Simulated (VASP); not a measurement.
Crystal: AlO5.

```
Al O
1.0
     4.40940    0.00000    0.00000
    -2.20470    3.81865    0.00000
     0.00000    0.00000    3.58769
Al O
1 5
Direct
  0.00000 0.00000 0.00000
  0.33333 0.66667 0.00000
  0.66667 0.33333 0.00000
  0.50000 0.00000 0.50000
  0.50000 0.50000 0.50000
  0.00000 0.50000 0.50000
```

Base run:

* Program: VASP 6.6.1
* Functional: PBE
* Potentials or basis: VASP PAW PBE potentials, release 64 (Al, O)
* Cutoff: 520 eV
* k mesh: 6 × 6 × 6
* Occupations: gaussian, width 0.1 eV
* Spin: no spin polarisation

Its results: pressure -12.3 GPa.

The run is repeated on the same cell with these changes: spin from no spin polarisation to collinear spin, ferromagnetic start; further incar settings from ALGO = Normal; EDIFF = 1e-06; NBANDS = 26 to ALGO = Normal; EDIFF = 1e-06; NBANDS = 30. What comes out?

Pressure -12.2 GPa; net moment 0.37 μB per cell; site moments Al +0.00; O -0.02, +0.13 μB.

Caveats: an odd number of electrons without spin polarisation forces a metal (some runs); a magnetic or distorted state may lie lower (some runs).
